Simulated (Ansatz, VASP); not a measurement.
## One calculation of Ba2TaS4, two programs

File INCAR:

```
ALGO = Normal
EDIFF = 1E-7
EDIFFG = -0.04
ENCUT = 600
GGA = PE
IBRION = 2
ISIF = 3
ISMEAR = 0
LASPH = True
LCHARG = False
LREAL = False
LWAVE = False
NELM = 100
NSW = 90
PREC = Accurate
SIGMA = 0.1
```

KPOINTS

```
k-points
0
Gamma
  6 6 2
```

The input POSCAR:

```
Ba2TaS4
1.0
    5.2984484700      0.0000000000      0.0000000000
   -2.6492242300      4.5885909700      0.0000000000
    0.0000000000      0.0000000000      8.7619060400
Ba Ta S
2 1 4
Direct
    0.0000000000      0.0000000000      0.7790749100
    0.0000000000      0.0000000000      0.2209250900
    0.0000000000      0.0000000000      0.5000000000
    0.5000000000      0.0000000000      0.5000000000
    0.0000000000      0.5000000000      0.5000000000
    0.5000000000      0.5000000000      0.5000000000
    0.0000000000      0.0000000000      0.0000000000
```

Input for Ansatz:

```yaml
crystal:
  lattice:
    - [5.29844847, 0.0, 0.0]
    - [-2.64922423, 4.58859097, 0.0]
    - [0.0, 0.0, 8.76190604]
  atoms:
    - { symbol: Ba, position: [0.0, 0.0, 0.77907491] }
    - { symbol: Ba, position: [0.0, 0.0, 0.22092509] }
    - { symbol: Ta, position: [0.0, 0.0, 0.5] }
    - { symbol: S, position: [0.5, 0.0, 0.5] }
    - { symbol: S, position: [0.0, 0.5, 0.5] }
    - { symbol: S, position: [0.5, 0.5, 0.5] }
    - { symbol: S, position: [0.0, 0.0, 0.0] }
basis:
  ecutwfc: 420
kpoints:
  mp_grid: { grid: [6, 6, 2] }
hamiltonian:
  xc: pbe
scf:
  occupations: { method: gaussian, width: 0.1 }
  lower_state_search: "off"
output:
  forces: true
  stress: true
  eigenvalues: true
relax:
  adjacent_minimum: "off"
  f_tol: 0.04
  max_steps: 70
  cell: { stress_tol: 0.4 }
```

Alike in both runs: task relaxation of cell and atoms; functional PBE; k mesh 6 × 6 × 2; occupations gaussian, width 0.1 eV; no spin polarisation.

```csv
,VASP,Ansatz
version,VASP 6.6.1,Ansatz 0.2.0
potentials or method,"VASP PAW PBE potentials, release 64 (Ba_sv, Ta_pv, S), cutoff 600 eV","scalar-relativistic, plane waves, PAW"
valence electrons in the cell,55,57
```

VASP gave:

- gap on the k mesh at the Fermi level, each at its own relaxed structure (eV): none
- relaxed volume (Å³/atom): 41.65
- relaxed length of the cell vector where the two differ most in proportion (Å): 12.571

**Question.** Estimate Ansatz's values.

**Answer.** gap on the k mesh at the Fermi level, each at its own relaxed structure (eV): none; relaxed volume (Å³/atom): 41.67; relaxed length of the cell vector where the two differ most in proportion (Å): 12.539.

A gap of «none» marks a metal or a gap that the smearing closes. VASP's potentials hold 55 valence electrons a cell and Ansatz's 57, so a difference there can come from the potentials and not from the codes.

Spin-orbit coupling is off throughout. Noted on VASP's run: the volume moved by over 15 % at a fixed basis, so the end points are rough.
